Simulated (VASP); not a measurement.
MoS2:

```
Mo S
1.0
     3.22746    0.00000    0.00000
    -1.61373    2.79507    0.00000
     0.00000    0.00000    6.31247
Mo S
1 2
Cartesian
  0.0000 0.0000 3.1562
  1.6137 0.9317 4.7008
  0.0000 1.8634 1.6117
```

Base run:

| Quantity | Value |
| --- | --- |
| Program | VASP 6.6.1 |
| Functional | PBE |
| Potentials or basis | VASP PAW PBE potentials, release 64 (Mo_sv, S) |
| Cutoff | 520 eV |
| k mesh | 9 × 9 × 4 |
| Occupations | gaussian, width 0.012 eV |
| Spin | no spin polarisation |

Its results: band gap on the k mesh zero (band 13 reaches 7.55 eV, above the bottom of band 14 at 6.52 eV); pressure 0.9 GPa; largest force 0.290 eV/Å.

**Question.** The run is repeated on the same cell with these changes: functional from PBE to PBEsol; cutoff from 520 eV to 500 eV; occupations from gaussian, width 0.012 eV to gaussian, width 0.05 eV. What comes out?

**Answer.** Band gap on the k mesh zero (band 13 reaches 7.45 eV, above the bottom of band 14 at 6.46 eV); pressure -3.5 GPa; largest force 0.033 eV/Å.

Caveats: this functional lacks dispersion, which binds the layers, so the pressure and a relaxed spacing across them are unreliable; the PAW data sets were made with another functional, which shifts forces and pressure a little (some runs).
